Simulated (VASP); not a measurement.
Here is a VASP 6.6.1 calculation.

INCAR

```
PREC = Accurate
ENCUT = 600
EDIFF = 1E-6
ISMEAR = 0
SIGMA = 0.1
LREAL = False
LASPH = True
NELM = 80
ALGO = Normal
ISIF = 3
LWAVE = False
LCHARG = False
GGA = PE
IBRION = 2
NSW = 100
EDIFFG = -0.01
```

File KPOINTS:

```
Automatic mesh
0
Gamma
  12 12 10
```

Contents of POSCAR:

```
ZrZn4N
1.0
    5.2503423032      0.0000000000      0.0000000000
   -2.6251711516      4.5469298131      0.0000000000
    0.0000000000      0.0000000000      3.6956219719
Zr Zn N
1 4 1
Direct
    0.0000000000      0.0000000000      0.0000000000
    0.6666666667      0.3333333333      0.0000000000
    0.0156853675      0.5078426837      0.5000000000
    0.4921573163      0.5078426837      0.5000000000
    0.4921573163      0.9843146325      0.5000000000
    0.3333333333      0.6666666667      0.0000000000
```

Potentials or basis: VASP PAW PBE potentials, release 64 (Zr_sv, Zn, N).

Run with:

```console
$ cat potpaw_PBE.64/Zr_sv/POTCAR potpaw_PBE.64/Zn/POTCAR potpaw_PBE.64/N/POTCAR > POTCAR
$ mpirun -np 1 vasp_std > vasp.out
```

**Question.** What does it give for the relaxed cell?

**Answer.** a = 5.453 Å, b = 5.453 Å, c = 3.471 Å, α = 90.00°, β = 90.00°, γ = 120.00°.

**Question.** What does it give for the relaxed volume?

**Answer.** 14.90 Å³/atom.

**Question.** What does it give for the space group after relaxing (to 0.1 Å)?

**Answer.** P-6m2 (No. 187).

**Question.** Estimate the band gap on the k mesh.

**Answer.** Zero (an odd number of electrons rules out a gap without spin polarisation).

Forces in eV/Å, atoms in the order of the input:
```
Zr   0.000  0.000  0.000
Zn   0.000  0.000  0.000
Zn  -0.003 -0.002  0.000
Zn   0.003 -0.002  0.000
Zn   0.000  0.004  0.000
N    0.000  0.000  0.000
```
